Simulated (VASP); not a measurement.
Crystal: ZnSe (Stilleite).

```
Se Zn
1.0
     0.00000    2.79550    2.79550
     2.79550    0.00000    2.79550
     2.79550    2.79550    0.00000
Se Zn
1 1
Direct
  0.75000 0.75000 0.75000
  0.00000 0.00000 0.00000
```

Base run:

```yaml
Program: VASP 6.6.1
Functional: PBE
Dispersion: D4
Potentials_or_basis: VASP PAW PBE potentials, release 64 (Se, Zn)
Cutoff: 520 eV
k_mesh: 8 × 8 × 8
Occupations: fermi-dirac, width 0.05 eV
Spin: no spin polarisation
```

Its results: band gap on the k mesh 1.46 eV, direct; pressure 2.8 GPa.

**Question.** After a change of settings the same cell gave: band gap on the k mesh 2.05 eV, direct; pressure 2.2 GPa. Which change was it?
A. functional from PBE to PBEsol; dispersion from D4 to none
B. functional from PBE to r2SCAN; further incar settings from ALGO = Normal; EDIFF = 1e-07; NBANDS = 16 to ALGO = Normal; EDIFF = 1e-06; NBANDS = 16
C. dispersion from D4 to none

**Answer.** B.

Caveats: the PAW data sets were made with another functional, which shifts forces and pressure a little (some runs).
